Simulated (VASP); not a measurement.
HfSc2O3:

```
Hf Sc O
1.0
     5.69312    0.00000    0.00000
    -2.84656    4.93039    0.00000
     0.00000    0.00000    2.86897
Hf Sc O
1 2 3
Cartesian
  0.0000 0.0000 0.0000
  2.8466 1.6435 0.0000
  0.0000 3.2869 0.0000
  2.8466 0.0000 1.4345
  1.4233 2.4652 1.4345
  -1.4233 2.4652 1.4345
```

```yaml
Program: VASP 6.6.1
Task: relaxation of cell and atoms
Functional: PBE
Potentials_or_basis: VASP PAW PBE potentials, release 64 (Hf_pv, Sc_sv, O)
Cutoff: 600 eV
k_mesh: 6 × 6 × 6
Occupations: gaussian, width 0.1 eV
Spin: no spin polarisation
```

At the start: pressure -0.6 GPa; volume 13.42 Å³/atom.

How do energy, volume and symmetry change on relaxing?

Over 3 steps the energy falls by 3.4 meV/atom and the volume is 13.33 Å³/atom (-0.7 %); space group P6/mmm (No. 191, to 0.05 Å).

The path:
```tsv
step	energy change (eV)	largest force (eV/Å)	pressure (GPa)	volume (Å³)
1	0.0000	0.0000	-0.58	80.53
2	-0.0204	0.0000	-0.31	79.95
3	-0.0204	0.0000	-0.33	79.97
```

Final structure:
```
Hf Sc O
1.0
     5.63997    0.00000    0.00000
    -2.81998    4.88435    0.00000
     0.00000    0.00000    2.90291
Hf Sc O
1 2 3
Cartesian
  -2.8200 4.8844 2.9029
  2.8200 1.6281 0.0000
  0.0000 3.2562 2.9029
  0.0000 4.8844 1.4515
  1.4100 2.4422 1.4515
  -1.4100 2.4422 1.4515
```

Caveat: the k points lie up to 0.36 Å⁻¹ apart in the final cell.
